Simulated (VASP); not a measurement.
Set up this calculation in VASP 6.6.1, as the native input.

```
Task                   : single point
Functional             : PBE
Potentials or basis    : VASP PAW PBE potentials, release 64 (In_d, S)
Cutoff                 : 520 eV
k mesh                 : 12 × 12 × 1
Occupations            : gaussian, width 0.1 eV
Spin                   : no spin polarisation
Dipole correction      : yes
Further INCAR settings : ALGO = Normal; EDIFF = 1e-06; NBANDS = 23
```

The structure of In2S lies in POSCAR:

```
In2S
1.0
    5.3849954247      0.0000000000      0.0000000000
   -2.6924977123      4.6635428371      0.0000000000
    0.0000000000      0.0000000000     23.8000000000
In S
2 1
Direct
    0.3333333333      0.6666666667      0.2941176471
    0.6666666667      0.3333333333      0.2941176471
    0.0000000000      0.0000000000      0.2941176471
```

One way to write it, as run:

INCAR

```
PREC = Accurate
ENCUT = 520
EDIFF = 1E-6
ISMEAR = 0
SIGMA = 0.1
LREAL = False
LASPH = True
NELM = 80
ALGO = Normal
ISIF = 2
LWAVE = False
LCHARG = False
LDIPOL = True
IDIPOL = 3
DIPOL = 0.5 0.5 0.294
GGA = PE
NBANDS = 23
```

KPOINTS

```
regular mesh
0
Gamma
  12 12 1
```

Potentials or basis: VASP PAW PBE potentials, release 64 (In_d, S).

Launch:

```sh
$ cat potpaw_PBE.64/In_d/POTCAR potpaw_PBE.64/S/POTCAR > POTCAR
$ mpirun -np 1 vasp_std > vasp.out
```

It gave:

```
Band gap on the k mesh : zero (band 16 reaches -2.29 eV, above the bottom of band 17 at -2.35 eV)
```

Caveat: spin-orbit coupling is left out, which moves the levels of the heavy elements.

Run time: 7.2 min on 1 thread of Intel Xeon 6975P-C (shared host), peak memory 0.75 GiB.
